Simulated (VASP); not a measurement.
The system is AlN.

```xyz
2
Lattice="0.0000 1.9780 1.9780 1.9780 0.0000 1.9780 1.9780 1.9780 0.0000" Properties=species:S:1:pos:R:3 pbc="T T T"
Al    0.0000    0.0000    0.0000
N     1.9780    1.9780    1.9780
```

Program: VASP 6.6.1. Alike in all runs: task electric field gradients; potentials or basis VASP PAW PBE potentials, release 64 (Al, N); no spin polarisation; cell as given; k mesh 13 × 13 × 13; smearing fermi-dirac 0.02 eV.

Task: Order these runs on this cell by their band gap on the k mesh, lowest first.
A. level r2SCAN; cutoff (eV) 580
B. level PBE; cutoff (eV) 520
C. level PBEsol; cutoff (eV) 520

Result: C (5.07 eV), B (5.24 eV), A (5.92 eV).

Caveats: an odd mesh through Γ misses points on the zone boundary, where band edges can lie.
